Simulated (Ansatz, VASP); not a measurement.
# One calculation of Pb, two programs

Contents of INCAR:

```
PREC     = Accurate       # precision mode
ENCUT    = 600            # plane-wave cutoff, eV
EDIFF    = 1E-7           # SCF threshold, eV
ISMEAR   = -1             # smearing method
SIGMA    = 0.05           # smearing width, eV
LREAL    = False          # projectors in reciprocal space
LASPH    = True           # aspherical terms in the spheres
NELM     = 100            # most SCF steps
ALGO     = Normal         # electronic algorithm
ISIF     = 3              # what is computed and relaxed
LWAVE    = False          # write WAVECAR
LCHARG   = False          # write CHGCAR
GGA      = PS             # functional
IBRION   = 2              # ionic algorithm
NSW      = 100            # ionic steps
EDIFFG   = -0.002         # ionic threshold
```

File KPOINTS:

```
Automatic mesh
0
Gamma
  16 16 16
```

Contents of POSCAR:

```
Pb
1.0
    0.0000000000      2.4750200000      2.4750200000
    2.4750200000      0.0000000000      2.4750200000
    2.4750200000      2.4750200000      0.0000000000
Pb
1
Direct
    0.0000000000      0.0000000000      0.0000000000
```

Input for Ansatz:

```yaml
crystal:
  lattice:
    - [0.0, 2.47502, 2.47502]
    - [2.47502, 0.0, 2.47502]
    - [2.47502, 2.47502, 0.0]
  atoms:
    - { symbol: Pb, position: [0.0, 0.0, 0.0] }
kpoints:
  mp_grid: { grid: [16, 16, 16] }
scf:
  occupations: { method: fermi_dirac, width: 0.05 }
  lower_state_search: standard
hamiltonian:
  xc: pbesol
  pseudopotentials: { kind: paw }
relax:
  f_tol: 0.002
  max_steps: 80
  cell: {}
output:
  forces: true
  stress: true
  write_density: true
  write_potential: true
  elf: true
  volumetric_format: npy
basis:
  ecutrho_ratio: 6
```

Alike in both runs: task relaxation of cell and atoms; functional PBEsol; k mesh 16 × 16 × 16; occupations fermi-dirac, width 0.05 eV; no spin polarisation.

```csv
,VASP,Ansatz
version,VASP 6.6.1,Ansatz 0.2.0
potentials or method,"VASP PAW PBE potentials, release 64 (Pb_d)","PAW with Ansatz's default frozen-core files, scalar-relativistic"
plane-wave cutoff (eV),600,420
valence electrons in the cell,14,14
```

|  | VASP | Ansatz | Ansatz less VASP |
| --- | --- | --- | --- |
| relaxed volume (Å³/atom) | 29.97 | 29.98 | +0.003 |
| relaxed length of the cell vector where the two differ most in proportion (Å) | 3.487 | 3.487 | +0.0001 |

VASP's potentials were made for PBE, not for PBEsol. Ansatz's warnings: end state compared.

Neither program's run includes spin-orbit coupling.
